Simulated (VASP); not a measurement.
A run of VASP 6.6.1 is set up as follows.

INCAR

```
ALGO = Normal ; EDIFF = 1E-7
ENCUT = 520 ; GGA = PE
ISIF = 2 ; ISMEAR = 0
ISPIN = 2 ; KPAR = 4
LASPH = True ; LCHARG = False
LMAXMIX = 4 ; LORBIT = 11
LREAL = False ; LWAVE = False
MAGMOM = 0 0.51 0.51 0 0 0 ; NBANDS = 37
NELM = 150 ; PREC = Accurate
SIGMA = 0.1
```

The input KPOINTS:

```
k-points
0
Gamma
  10 10 10
```

POSCAR

```
CdCo2Se3
1.0
   -2.1442219050      2.1442219050      6.6459174025
    2.1442219050     -2.1442219050      6.6459174025
    2.1442219050      2.1442219050     -6.6459174025
Cd Co Se
1 2 3
Direct
    0.0000000000      0.0000000000      0.0000000000
    0.6753096601      0.6753096601      0.0000000000
    0.3246903399      0.3246903399      0.0000000000
    0.7500000000      0.2500000000      0.5000000000
    0.2500000000      0.7500000000      0.5000000000
    0.5000000000      0.5000000000      0.0000000000
```

Potentials or basis: VASP PAW PBE potentials, release 64 (Cd, Co, Se).

Command:

```bash
$ cat potpaw_PBE.64/Cd/POTCAR potpaw_PBE.64/Co/POTCAR potpaw_PBE.64/Se/POTCAR > POTCAR
$ mpirun -np 4 vasp_std > vasp.out
```

Task: Estimate the pressure.

Result: 0.2 GPa.

Task: Predict the band gap on the k mesh.

Result: Zero (filled and empty bands overlap).

Task: What does it give for the net moment?

Result: 0.00 μB per cell.

Task: What does it give for the largest force?

Result: 0.008 eV/Å.

Forces on the atoms (eV/Å):
```
Cd   0.000  0.000  0.000
Co   0.000  0.000 -0.008
Co   0.000  0.000  0.008
Se   0.000  0.000  0.000
Se   0.000  0.000  0.000
Se   0.000  0.000  0.000
```

With open d or f shells a metallic result of PBE can be an artefact of self-interaction; +U or a hybrid may open a gap.
